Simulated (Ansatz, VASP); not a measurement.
Zr2TaGe2: VASP beside Ansatz

```
Zr Ta Ge
1.0
     4.05517    0.00000    0.00000
    -2.02758    3.51188    0.00000
     0.00000    0.00000    7.20365
Zr Ta Ge
2 1 2
Direct
  0.33333 0.66667 0.64594
  0.66667 0.33333 0.35406
  0.00000 0.00000 0.00000
  0.33333 0.66667 0.18388
  0.66667 0.33333 0.81612
```

Change from the starting cell: species swapped into the CaZn2Sb2 type (P-3m1, No. 164).

Alike in both runs: functional PBE; k mesh 12 × 12 × 6; occupations gaussian, width 0.1 eV; no spin polarisation.

Ansatz relaxed the structure, and its values are those at the end. VASP's run is a single point on that final structure, the one shown.

|  | VASP | Ansatz |
| --- | --- | --- |
| version | VASP 6.6.1 | Ansatz 0.2.0 |
| potentials or method | VASP PAW PBE potentials, release 64 (Zr_sv, Ta_pv, Ge_d), cutoff 520 eV | scalar-relativistic, plane waves, PAW |
| valence electrons in the cell | 63 | 65 |

|  | VASP | Ansatz | Ansatz less VASP |
| --- | --- | --- | --- |
| gap on the k mesh at the Fermi level (eV) | none | none | - |
| pressure (GPa) | 0.1 | 0.0 | -0.09 |
| rms of the force components (eV/Å) | 0.006 | 0.003 | -0.0027 |

A gap of «none» marks a metal or a gap that the smearing closes. VASP's potentials hold 63 valence electrons a cell and Ansatz's 65, so a difference there can come from the potentials and not from the codes.

Neither program's run includes spin-orbit coupling.
